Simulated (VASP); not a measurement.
# Ge (Fd-3m) in VASP: a series of runs

The runs below take Ge through single point, with PBE.

Program: VASP 6.6.1. These are calculated values, not measurements. Logs are shortened: lines on timing, memory, paths and dates and some standing lists are left out, and cuts for length are marked.

### 1 The cell of the first run

It takes space group Fd-3m (No. 227, cubic). Conventional cell: a = 5.119 Å, b = 5.119 Å, c = 5.119 Å, α = 90.00°, β = 90.00°, γ = 90.00°. Ge (site symmetry -43m) has 4 Ge at 2.22 Å within 2.9 Å.

### 2 Single point, PBE

Input file INCAR:

```
ALGO = Normal ; EDIFF = 1E-7
ENCUT = 520 ; GGA = PE
ISIF = 2 ; ISMEAR = -1
LASPH = True ; LCHARG = True
LELF = True ; LREAL = False
LVHAR = True ; LWAVE = False
NBANDS = 21 ; NELM = 100
PREC = Accurate ; SIGMA = 0.08
```

Input file KPOINTS:

```
k-points
0
Gamma
  13 13 13
```

Input file POSCAR:

```
Ge
1.0
    0.0000000000      2.5596836931      2.5596836931
    2.5596836931      0.0000000000      2.5596836931
    2.5596836931      2.5596836931      0.0000000000
Ge
2
Direct
   -0.1250000000     -0.1250000000     -0.1250000000
    0.1250000000      0.1250000000      0.1250000000
```

Potentials or basis: VASP PAW PBE potentials, release 64 (Ge_d).

On the command line:

```
> cat potpaw_PBE.64/Ge_d/POTCAR > POTCAR
> mpirun -np 1 vasp_std > vasp.out
```

OUTCAR:

```text
EDIFF = 1E-7
   ENCUT = 520
   GGA = PE
   ISIF = 2
   ISMEAR = -1
   LASPH = True
   LREAL = False
   NELM = 100
   PREC = Accurate

 ion  position               nearest neighbor table
   1  0.875  0.875  0.875-   2 2.22   2 2.22   2 2.22   2 2.22
   2  0.125  0.125  0.125-   1 2.22   1 2.22   1 2.22   1 2.22

  LATTYP: Found a face centered cubic cell.
 ALAT       =     5.1193673862

  Lattice vectors:

 A1 = (   0.0000000000,   2.5596836931,   2.5596836931)
 A2 = (   2.5596836931,   0.0000000000,   2.5596836931)
 A3 = (   2.5596836931,   2.5596836931,   0.0000000000)

Analysis of symmetry for initial positions (statically):
=====================================================================
 Subroutine PRICEL returns:
 Original cell was already a primitive cell.

 Routine SETGRP: Setting up the symmetry group for a
 face centered cubic supercell.

 Subroutine GETGRP returns: Found 48 space group operations
 (whereof 12 operations were pure point group operations)
 out of a pool of 48 trial point group operations.

The static configuration has the point symmetry D_3d.
 The point group associated with its full space group is O_h .

Analysis of symmetry for dynamics (positions and initial velocities):
=====================================================================
 Subroutine PRICEL returns:
 Original cell was already a primitive cell.

 Routine SETGRP: Setting up the symmetry group for a
 face centered cubic supercell.

 Subroutine GETGRP returns: Found 48 space group operations
 (whereof 12 operations were pure point group operations)
 out of a pool of 48 trial point group operations.

The dynamic configuration has the point symmetry D_3d.
 The point group associated with its full space group is O_h .

 Subroutine INISYM returns: Found 48 space group operations
 (whereof 12 operations are pure point group operations),
 and found     1 'primitive' translations

----------------------------------------------------------------------------------------

                                     Primitive cell

  volume of cell :      33.5420

  direct lattice vectors                    reciprocal lattice vectors
     0.000000000  2.559683693  2.559683693    -0.195336635  0.195336635  0.195336635
     2.559683693  0.000000000  2.559683693     0.195336635 -0.195336635  0.195336635
     2.559683693  2.559683693  0.000000000     0.195336635  0.195336635 -0.195336635

  length of vectors
     3.619939394  3.619939394  3.619939394     0.338332977  0.338332977  0.338332977

  position of ions in fractional coordinates (direct lattice)
     0.875000000  0.875000000  0.875000000
     0.125000000  0.125000000  0.125000000

  ion indices of the primitive-cell ions
   primitive index   ion index
                 1           1
                 2           2

----------------------------------------------------------------------------------------

 KPOINTS: k-points

Automatic generation of k-mesh.
 Grid dimensions read from file:
 generate k-points for:   13   13   13

 Generating k-lattice:

  Cartesian coordinates                     Fractional coordinates (reciprocal lattice)
    -0.015025895  0.015025895  0.015025895     0.076923077  0.000000000  0.000000000
     0.015025895 -0.015025895  0.015025895     0.000000000  0.076923077  0.000000000
     0.015025895  0.015025895 -0.015025895     0.000000000  0.000000000  0.076923077

  Length of vectors
     0.026025614  0.026025614  0.026025614

  Shift w.r.t. Gamma in fractional coordinates (k-lattice)
     0.000000000  0.000000000  0.000000000

 Subroutine IBZKPT returns following result:
 ===========================================

 Found     84 irreducible k-points:

 Following reciprocal coordinates:
            Coordinates               Weight
  0.000000  0.000000  0.000000      1.000000
  0.076923  0.000000  0.000000      8.000000
  0.153846  0.000000  0.000000      8.000000
  0.230769  0.000000  0.000000      8.000000
  0.307692  0.000000  0.000000      8.000000
  0.384615  0.000000  0.000000      8.000000
[... 16 lines left out ...]
  0.384615  0.153846  0.000000     24.000000
  0.461538  0.153846  0.000000     24.000000
 [... further k-points ...]
   k-points           NKPTS =     84   k-points in BZ     NKDIM =     84   number of bands    NBANDS=     21
   number of dos      NEDOS =    301   number of ions     NIONS =      2
   total plane-waves  NPLWV =  21952
   dimension x,y,z NGX =    28 NGY =   28 NGZ =   28
   dimension x,y,z NGXF=    56 NGYF=   56 NGZF=   56
   ions per type =               2
   NGX,Y,Z   is equivalent  to a cutoff of  12.86, 12.86, 12.86 a.u.
   NGXF,Y,Z  is equivalent  to a cutoff of  25.72, 25.72, 25.72 a.u.
 SYSTEM =  unknown system
   PREC   = accura    normal or accurate (medium, high low for compatibility)
   ISTART =      0    job   : 0-new  1-cont  2-samecut
   ICHARG =      2    charge: 1-file 2-atom 10-const
   ISPIN  =      1    spin polarized calculation?
   LNONCOLLINEAR =      F non collinear calculations
   LSORBIT =      F    spin-orbit coupling
   LASPH  =      T    aspherical Exc in radial PAW
   ENCUT  =  520.0 eV  38.22 Ry    6.18 a.u.   6.73  6.73  6.73*2*pi/ulx,y,z
   NELM   =    100;   NELMIN=  2; NELMDL= -5     # of ELM steps
   EDIFF  = 0.1E-06   stopping-criterion for ELM
   LREAL  =      F    real-space projection
   EDIFFG = 0.1E-05   stopping-criterion for IOM
   NSW    =      0    number of steps for IOM
   IBRION =     -1    ionic relax: 0-MD 1-quasi-New 2-CG
   NFREE  =      0    steps in history (QN), initial steepest desc. (CG)
   ISIF   =      2    stress and relaxation
   ISYM   =      2    0-nonsym 1-usesym 2-fastsym
   POTIM  = 0.5000    time-step for ionic-motion
   TEBEG  =    0.0;   TEEND  =   0.0 temperature during run
   PSTRESS=    0.0 pullay stress
   NELECT =      28.0000    total number of electrons
   NUPDOWN=      -1.0000    fix difference up-down
   EMIN   =  10.00;   EMAX   =-10.00  energy-range for DOS
   EFERMI =   0.00;   METHOD = LEGACY
   ISMEAR =    -1;   SIGMA  =   0.08  broadening in eV -4-tet -1-fermi 0-gaus
   EFERMI_NEDOS =   21; number of points for ismear=-14 and -15
   IALGO  =     38    algorithm
   IMIX   =      4    mixing-type and parameters
     AMIX     =   0.40;   BMIX     =  1.00
     AMIX_MAG =   1.60;   BMIX_MAG =  1.00
  volume/ion in A,a.u.               =      16.77       113.18
  Fermi-wavevector in a.u.,A,eV,Ry     =   1.541456  2.912930 32.328632  2.376087
  Thomas-Fermi vector in A             =   2.647400
   LORBIT       =      0    0 simple, 1 ext, 2 COOP (PROOUT), +10 PAW based schemes
   GGA     = PE    functional components
   LHFCALC =     F    Hartree Fock is set to
   AEXX    =    0.0000 exact exchange contribution
   IVDW    =     0    specifies the selected vdW correction
   LEPSILON=     F    determine dielectric tensor
   LRPA    =     F    only Hartree local field effects (RPA)
 non-spin polarized calculation
  energy-cutoff  :      520.00
  volume of cell :       33.54
 maximum number of plane-waves:       918
   NGX = 13   NGY = 13   NGZ = 13

 number of electron      27.9999969 magnetization

 Free energy of the ion-electron system (eV)
  ---------------------------------------------------
  ext. energy  EPLUGINS =         0.00000000
  ---------------------------------------------------
  free energy    TOTEN  =        -7.50179029 eV

  energy without entropy =       -7.49994774  energy(sigma->0) =       -7.50086902

 E-fermi :   8.4250     XC(G=0): -11.4371

 val. band max:        8.2779366200   @ k =  -0.0769   0.0769   0.0000
 cond. band min:       8.4590794710   @ k =   0.0000   0.0000   0.0000
 fundamental gap:      0.1811428509
 Fermi energy:         8.4249720540

 k-point     1 :       0.0000    0.0000    0.0000
  band No.  band energies     occupation
      1     -17.1081      2.00000
      2     -17.1081      2.00000
      3     -17.1081      2.00000
      4     -17.0428      2.00000
      5     -17.0428      2.00000
      6     -16.6034      2.00000
[... 13 lines left out ...]
     20      18.7663      0.00000
     21      18.7663      0.00000

 k-point     2 :       0.0769    0.0000    0.0000
  band No.  band energies     occupation
      1     -17.1171      2.00000
      2     -17.1171      2.00000
      3     -17.1062      2.00000
      4     -17.0306      2.00000
      5     -17.0306      2.00000
      6     -16.6102      2.00000
[... 13 lines left out ...]
     20      17.9622      0.00000
     21      17.9622      0.00000

 k-point     3 :       0.1538    0.0000    0.0000
  band No.  band energies     occupation
      1     -17.1325      2.00000
      2     -17.1325      2.00000
      3     -17.1011      2.00000
      4     -17.0066      2.00000
      5     -17.0066      2.00000
      6     -16.6242      2.00000
[... 13 lines left out ...]
     20      17.2172      0.00000
     21      17.2172      0.00000

 k-point     4 :       0.2308    0.0000    0.0000
  band No.  band energies     occupation
      1     -17.1446      2.00000
      2     -17.1446      2.00000
      3     -17.0939      2.00000
      4     -16.9837      2.00000
      5     -16.9837      2.00000
      6     -16.6374      2.00000
[... 13 lines left out ...]
     20      17.1138      0.00000
     21      17.1138      0.00000

 k-point     5 :       0.3077    0.0000    0.0000
  band No.  band energies     occupation
      1     -17.1516      2.00000
      2     -17.1516      2.00000
      3     -17.0864      2.00000
      4     -16.9674      2.00000
      5     -16.9674      2.00000
      6     -16.6454      2.00000
[... 13 lines left out ...]
     20      17.8087      0.00000
     21      17.8087      0.00000
[... 382 lines left out ...]
     20      18.7422      0.00000
     21      19.0984      0.00000

 k-point    22 :       0.3077    0.1538    0.0000
  band No.  band energies     occupation
      1     -17.1671      2.00000
      2     -17.1420      2.00000
      3     -17.0983      2.00000
      4     -16.9717      2.00000
      5     -16.9148      2.00000
      6     -16.7477      2.00000
[... 13 lines left out ...]
     20      18.9393      0.00000
     21      19.3747      0.00000

 k-point    23 :       0.3846    0.1538    0.0000
  band No.  band energies     occupation
      1     -17.1803      2.00000
      2     -17.1504      2.00000
      3     -17.0765      2.00000
      4     -16.9520      2.00000
      5     -16.9034      2.00000
      6     -16.7538      2.00000
[... 13 lines left out ...]
     20      20.3808      0.00000
     21      20.3984      0.00000

 k-point    24 :       0.4615    0.1538    0.0000
  band No.  band energies     occupation
      1     -17.1883      2.00000
      2     -17.1578      2.00000
      3     -17.0555      2.00000
      4     -16.9349      2.00000
      5     -16.9067      2.00000
      6     -16.7437      2.00000
[... 13 lines left out ...]
     20      21.6817      0.00000
     21      21.7543      0.00000

 [... further k-points ...]
[... 5 lines left out ...]
  --------------------------------------------------------------------------------------
  -------------------------------------------------------------------------------------
  Total       10.0470998     10.0470998     10.0470998     -0.0000000     -0.0000000      0.0000000
  in kB      479.9128703    479.9128703    479.9128703     -0.0000000     -0.0000000      0.0000000
  external PRESSURE =     479.9128703 kB  Pullay stress =       0.0000000 kB

 VOLUME and BASIS-vectors are now :
 -----------------------------------------------------------------------------
  energy-cutoff  :      520.00
  volume of cell :       33.54
      direct lattice vectors                 reciprocal lattice vectors
     0.000000000  2.559683693  2.559683693    -0.195336635  0.195336635  0.195336635
     2.559683693  0.000000000  2.559683693     0.195336635 -0.195336635  0.195336635
     2.559683693  2.559683693  0.000000000     0.195336635  0.195336635 -0.195336635

 POSITION                                       TOTAL-FORCE (eV/Angst)
 -----------------------------------------------------------------------------------
      4.47945      4.47945      4.47945        -0.000000     -0.000000     -0.000000
      0.63992      0.63992      0.63992         0.000000      0.000000      0.000000
 -----------------------------------------------------------------------------------
    total drift:                                0.000000      0.000000     -0.000000

  FREE ENERGIE OF THE ION-ELECTRON SYSTEM (eV)
  ---------------------------------------------------
  free  energy   TOTEN  =        -7.5017902870 eV

  energy  without entropy=       -7.4999477446  energy(sigma->0) =       -7.50086902
```

Wall time 63 s (1 thread of Intel Xeon Platinum 8175M at 2.50GHz (Skylake/Cascade Lake), shared host); peak memory 0.18 GiB.

Results:

* Free energy: -7.5018 eV
* Pressure: 48.0 GPa

### 3 Single point, PBE

Input file INCAR:

```
SYSTEM = Ge
ALGO = Normal
EDIFF = 1E-7
ENCUT = 520
GGA = PE
ISIF = 2
ISMEAR = -1
LASPH = .TRUE.
LCHARG = .FALSE.
LREAL = .FALSE.
LWAVE = .FALSE.
NBANDS = 21
NELM = 100
PREC = Accurate
SIGMA = 0.08
```

Input file KPOINTS:

```
k-points
0
G
  13 13 13
  0 0 0
```

Input file POSCAR:

```
Ge
1.0
    0.0000000000      2.5600977259      2.5600977259
    2.5600977259      0.0000000000      2.5600977259
    2.5600977259      2.5600977259      0.0000000000
Ge
2
Direct
   -0.1250000000     -0.1250000000     -0.1250000000
    0.1250000000      0.1250000000      0.1250000000
```

Potentials or basis: VASP PAW PBE potentials, release 64 (Ge_d).

On the command line:

```
> cat potpaw_PBE.64/Ge_d/POTCAR > POTCAR
> mpirun -np 1 vasp_std > vasp.out
```

Wall time 59 s (1 thread of Intel Xeon Platinum 8175M at 2.50GHz (Skylake/Cascade Lake), shared host); peak memory 0.18 GiB.

Results (log left out):

| Item | Value |
| --- | --- |
| Free energy | -7.5067 eV |
| Pressure | 47.9 GPa |

Levels at points of the mesh, in eV from the Fermi level:
```csv
k point,band 10,band 11,band 12,band 13,band 14,band 15,band 16,band 17,band 18,band 19
"(0.00, 0.00, 0.00)",-24.96,-15.46,0.03,0.03,0.03,2.62,2.62,2.62,3.08,7.14
```
